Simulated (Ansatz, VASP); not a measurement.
# Two plane-wave programs on HfNbTe4

```
Hf Nb Te
1.0
     4.95388    0.00000    0.00000
     0.00000    4.95388    0.00000
     0.00000    0.00000    6.97333
Hf Nb Te
1 1 4
Direct
  0.00000 0.00000 0.50000
  0.50000 0.50000 0.00000
  0.00000 0.50000 0.24327
  0.50000 0.00000 0.24327
  0.00000 0.50000 0.75673
  0.50000 0.00000 0.75673
```

Change from the starting cell: species swapped into the BaSrI4 type (P4/mmm, No. 123).

Alike in both runs: task single point; functional PBE; k mesh 4 × 4 × 4; occupations gaussian, width 0.1 eV; collinear spin.

|  | VASP | Ansatz |
| --- | --- | --- |
| version | VASP 6.6.1 | Ansatz 0.2.0 |
| potentials or method | VASP PAW PBE potentials, release 64 (Hf_pv, Nb_sv, Te), cutoff 520 eV | scalar-relativistic, plane waves, PAW |
| valence electrons in the cell | 47 | 103 |

|  | VASP | Ansatz | Ansatz less VASP |
| --- | --- | --- | --- |
| gap on the k mesh at the Fermi level (eV) | none | none | - |
| pressure (GPa) | 0.4 | 0.5 | +0.15 |
| traceless stress, the component that is largest in VASP (GPa) | 0.19 | 0.20 | +0.007 |
| rms of the force components (eV/Å) | 0.056 | 0.051 | -0.0050 |
| net moment per atom (μB) | 0.29 | 0.29 | 0.000 |
| size of the moment on the site where the two differ most (μB) | 1.19 | 1.25 | +0.060 |

Site moments also hang on the region over which each program counts them. Atom by atom the forces differ by 0.005 eV/Å (rms over components). A gap of «none» marks a metal or a gap that the smearing closes. VASP's potentials hold 47 valence electrons a cell and Ansatz's 103, so a difference there can come from the potentials and not from the codes.

Neither program's run includes spin-orbit coupling.
